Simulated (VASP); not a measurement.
A run of VASP 6.6.1 is set up as follows.

File INCAR:

```
PREC = Accurate ; ENCUT = 600
EDIFF = 1E-6 ; ISMEAR = 0
SIGMA = 0.1 ; LREAL = False
LASPH = True ; NELM = 80
ALGO = Normal ; ISIF = 3
LWAVE = False ; LCHARG = False
GGA = PE ; IBRION = 2
NSW = 90 ; EDIFFG = -0.04
```

The input KPOINTS:

```
regular mesh
0
Gamma
  6 6 2
```

File POSCAR:

```
InTe4W
1.0
    3.3121492325      0.0000000000      0.0000000000
    0.0000000000      3.3121492325      0.0000000000
    0.0000000000      0.0000000000     14.9318062044
In Te W
1 4 1
Direct
    0.0000000000      0.0000000000      0.0000000000
    0.5000000000      0.5000000000      0.1567136351
    0.0000000000      0.0000000000      0.6124714406
    0.0000000000      0.0000000000      0.3875285594
    0.5000000000      0.5000000000      0.8432863649
    0.5000000000      0.5000000000      0.5000000000
```

Potentials or basis: VASP PAW PBE potentials, release 64 (In_d, Te, W_sv).

The run is started by

```console
$ cat potpaw_PBE.64/In_d/POTCAR potpaw_PBE.64/Te/POTCAR potpaw_PBE.64/W_sv/POTCAR > POTCAR
$ mpirun -np 1 vasp_std > vasp.out
```

(1) Estimate the space group after relaxing (to 0.1 Å).

(2) What does it give for the relaxed volume?

## Answers

(1) P4/mmm (No. 123).

(2) 29.35 Å³/atom.

Caveat: this functional lacks dispersion, which binds the layers, so the pressure and a relaxed spacing across them are unreliable.
